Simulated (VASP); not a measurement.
Crystal: Te.

```
Te
1.0
     3.82029   -2.14820    0.00000
     3.82029    2.14820    0.00000
    -0.09429    0.00000    5.97609
Te
3
Direct
  0.00000 0.00000 0.00000
  0.30945 0.30945 0.33881
  0.69055 0.69055 0.66119
```

- Program: VASP 6.6.1
- Task: relaxation of cell and atoms
- Functional: PBEsol
- Dispersion: D4
- Potentials or basis: VASP PAW PBE potentials, release 64 (Te)
- Cutoff: 600 eV
- k mesh: 7 × 7 × 5
- Occupations: fermi-dirac, width 0.05 eV
- Spin: no spin polarisation

At the start: pressure -3.2 GPa; volume 32.70 Å³/atom.

Task: Where does the relaxation end?

Result: Over 18 steps the energy falls by 28.1 meV/atom and the volume is 30.31 Å³/atom (-7.3 %); space group C2/m (No. 12, to 0.1 Å) before and after.

Step by step:
```
step  energy change (eV)  largest force (eV/Å)  pressure (GPa)  volume (Å³)
   1              0.0000                0.0965           -3.16        98.09
   2             -0.0406                0.3788            2.25        89.23
   3             -0.0609                0.2720            0.03        92.30
   4             -0.0687                0.2195           -0.01        91.97
   5             -0.0814                0.0866            0.12        90.96
   6             -0.0825                0.0548            0.11        90.61
   7             -0.0825                0.0454            0.16        90.46
   8             -0.0820                0.0071           -0.26        91.02
   9             -0.0835                0.0182           -0.02        90.71
  10             -0.0837                0.0136            0.05        90.67
  11             -0.0839                0.0123            0.11        90.62
  12             -0.0838                0.0213            0.25        90.53
  13             -0.0839                0.0144            0.16        90.59
  14             -0.0840                0.0136            0.13        90.66
  15             -0.0842                0.0137            0.02        90.88
  16             -0.0842                0.0147           -0.02        90.97
  17             -0.0842                0.0135           -0.02        90.96
  18             -0.0842                0.0097            0.01        90.93
```

Final structure:
```
Te
1.0
     3.67073   -2.10242    0.01525
     3.67073    2.10242    0.01525
    -0.06569    0.00000    5.89119
Te
3
Direct
  0.00000 0.00000 0.00000
  0.31995 0.31995 0.33541
  0.68005 0.68005 0.66459
```

Caveat: the PAW data sets were made with another functional, which shifts forces and pressure a little.
